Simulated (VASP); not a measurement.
EuS:

```
Eu S
1.0
     0.00000    2.97850    2.97850
     2.97850    0.00000    2.97850
     2.97850    2.97850    0.00000
Eu S
1 1
Cartesian
  0.0000 0.0000 0.0000
  2.9785 2.9785 2.9785
```

Base run:

| Item | Value |
| --- | --- |
| Program | VASP 6.6.1 |
| Functional | PBE |
| Potentials or basis | VASP PAW PBE potentials, release 64 (Eu, S) |
| Cutoff | 600 eV |
| k mesh | 10 × 10 × 10 |
| Occupations | gaussian, width 0.1 eV |
| Spin | collinear spin, ferromagnetic start |
| Starting moments | [7.0, 0.0] μB |
| Hubbard terms | Eu f U = 2.0 eV |

Its results: band gap on the k mesh zero (filled and empty bands overlap); pressure -1.2 GPa; net moment 7.00 μB per cell; site moments Eu +6.65; S -0.07 μB.

Task: The run is repeated on the same cell with these changes: hubbard terms from Eu f U = 2.0 eV to Eu f U = 8.0 eV. What comes out?

Result: Band gap on the k mesh 0.93 eV (least direct gap 1.30 eV); pressure 1.7 GPa; net moment 7.00 μB per cell; site moments Eu +6.74; S -0.06 μB.

Caveats: spin-orbit coupling is left out, which moves the levels of the heavy elements; a cell with one magnetic atom can't hold antiferromagnetic order, which such compounds often take.

A k mesh can miss the band edges.
